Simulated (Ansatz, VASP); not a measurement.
## ZnS: VASP beside Ansatz

The input INCAR:

```
SYSTEM = ZnS
PREC = Accurate
ENCUT = 520
EDIFF = 1E-6
ISMEAR = 0
SIGMA = 0.05
LREAL = .False.
LASPH = .True.
NELM = 80
ALGO = Normal
ISIF = 2
LWAVE = .False.
LCHARG = .False.
GGA = PS
NBANDS = 26
```

Contents of KPOINTS:

```
regular mesh
0
Gamma
  9 9 6
  0 0 0
```

File POSCAR:

```
ZnS
1.0
    3.6237025440      0.0000000000      0.0000000000
   -1.8118512720      3.1382184589      0.0000000000
    0.0000000000      0.0000000000      5.9497166042
Zn S
2 2
Direct
    0.3333333333      0.6666666667      0.0054424479
    0.6666666667      0.3333333333      0.5054424479
    0.3333333333      0.6666666667      0.3795575521
    0.6666666667      0.3333333333      0.8795575521
```

Input for Ansatz:

```yaml
crystal:
  lattice:
    - [3.623702544, 0.0, 0.0]
    - [-1.811851272, 3.1382184589, 0.0]
    - [0.0, 0.0, 5.9497166042]
  atoms:
    - { symbol: Zn, position: [0.3333333333, 0.6666666667, 0.0054424479] }
    - { symbol: Zn, position: [0.6666666667, 0.3333333333, 0.5054424479] }
    - { symbol: S, position: [0.3333333333, 0.6666666667, 0.3795575521] }
    - { symbol: S, position: [0.6666666667, 0.3333333333, 0.8795575521] }
basis:
  ecutwfc: 520.0
kpoints:
  mp_grid: { grid: [9, 9, 6] }
hamiltonian:
  xc: pbesol
  pseudopotentials: { kind: paw }
scf:
  occupations: { method: gaussian, width: 0.05 }
output:
  forces: true
  stress: true
  eigenvalues: true
```

Alike in both runs: task single point; functional PBEsol; k mesh 9 × 9 × 6; occupations gaussian, width 0.05 eV; no spin polarisation.

|  | VASP | Ansatz |
| --- | --- | --- |
| version | VASP 6.6.1 | Ansatz 0.2.0 |
| potentials or method | VASP PAW PBE potentials, release 64 (Zn, S), cutoff 520 eV | scalar-relativistic, plane waves, PAW |
| valence electrons in the cell | 36 | 36 |

|  | VASP | Ansatz | Ansatz less VASP |
| --- | --- | --- | --- |
| gap on the k mesh at the Fermi level (eV) | 2.76 | 2.74 | -0.017 |
| least direct gap on the mesh (eV) | 2.76 | 2.74 | -0.017 |
| pressure (GPa) | 13.7 | 13.4 | -0.31 |
| traceless stress, the component that is largest in VASP (GPa) | 0.18 | 0.18 | -0.004 |
| rms of the force components (eV/Å) | 0.023 | 0.023 | -0.0005 |

VASP's potentials were made for PBE, not for PBEsol. Atom by atom the forces differ by 0.001 eV/Å (rms over components).
